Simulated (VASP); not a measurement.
Input of a VASP 6.6.1 run:

POSCAR

```
WS2
1.0
    3.1699462934      0.0000000000      0.0000000000
   -1.5849731467      2.7452540187      0.0000000000
    0.0000000000      0.0000000000     12.3661598469
W S
2 4
Direct
    0.3333333333      0.6666666667      0.2500000000
    0.6666666667      0.3333333333      0.7500000000
    0.6666666667      0.3333333333      0.3762748988
    0.6666666667      0.3333333333      0.1237251012
    0.3333333333      0.6666666667      0.8762748988
    0.3333333333      0.6666666667      0.6237251012
```

The input INCAR.step1:

```
SYSTEM = WS2
ALGO = Normal
EDIFF = 1E-5
ENCUT = 550
GGA = PE
GGA_COMPAT = .FALSE.
ISMEAR = 0
LASPH = .TRUE.
LCHARG = .FALSE.
LREAL = .FALSE.
LWAVE = .TRUE.
NBANDS = 35
NELM = 120
PREC = Accurate
SIGMA = 0.01
```

Contents of INCAR.step2:

```
SYSTEM = WS2
ALGO = Normal
EDIFF = 1E-6
ENCUT = 550
GGA_COMPAT = .FALSE.
ISIF = 2
ISMEAR = 0
ISTART = 1
LASPH = .TRUE.
LCHARG = .FALSE.
LMIXTAU = .TRUE.
LREAL = .FALSE.
LWAVE = .FALSE.
METAGGA = R2SCAN
NBANDS = 35
NELM = 120
PREC = Accurate
SIGMA = 0.01
```

KPOINTS

```
k-points
0
G
  12 12 2
  0 0 0
```

Potentials or basis: VASP PAW PBE potentials, release 64 (W_sv, S).

Launch:

```console
$ cat potpaw_PBE.64/W_sv/POTCAR potpaw_PBE.64/S/POTCAR > POTCAR
$ cp INCAR.step1 INCAR
$ mpirun -np 1 vasp_std > vasp.out
$ cp INCAR.step2 INCAR
$ mpirun -np 1 vasp_std > vasp.out
```

(1) What does it give for the largest force?

(2) What does it give for the band gap on the k mesh?

(3) What does it give for the pressure?

Results:

(1) 0.029 eV/Å.

(2) 1.12 eV (least direct gap 1.89 eV).

(3) 1.7 GPa.

Caveat: the cell differs from its parent crystal (uniaxial z strain -1.0%); the PAW data sets were made with another functional, which shifts forces and pressure a little; spin-orbit coupling is left out, which moves the levels of the heavy elements.
